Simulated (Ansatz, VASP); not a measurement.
Two plane-wave programs on W

```xyz
1
Lattice="-1.6772 1.6772 1.6772 1.6772 -1.6772 1.6772 1.6772 1.6772 -1.6772" Properties=species:S:1:pos:R:3 pbc="T T T"
W     0.0000    0.0000    0.0000
```

Change from the starting cell: strain +0.050 along x and y, +0.050 along z, atoms carried along.

Alike in both runs: task single point; functional PBE; k mesh 20 × 20 × 20; occupations fermi-dirac, width 0.4 eV; no spin polarisation.

```csv
,VASP,Ansatz
version,VASP 6.6.1,Ansatz 0.2.0
potentials or method,"VASP PAW PBE potentials, release 64 (W_sv), cutoff 520 eV","scalar-relativistic, plane waves, PAW"
valence electrons in the cell,14,14
```

Ansatz gave:

* gap on the k mesh at the Fermi level (eV): none
* pressure (GPa): -31.9

Task: What did VASP give for the same quantities?

Result: gap on the k mesh at the Fermi level (eV): none; pressure (GPa): -31.8.

A gap of «none» marks a metal or a gap that the smearing closes. Both programs put the cell under strong tension, so it lies far from rest at this level.

Neither program's run includes spin-orbit coupling. Noted on VASP's run: the cell as given lies far from equilibrium.
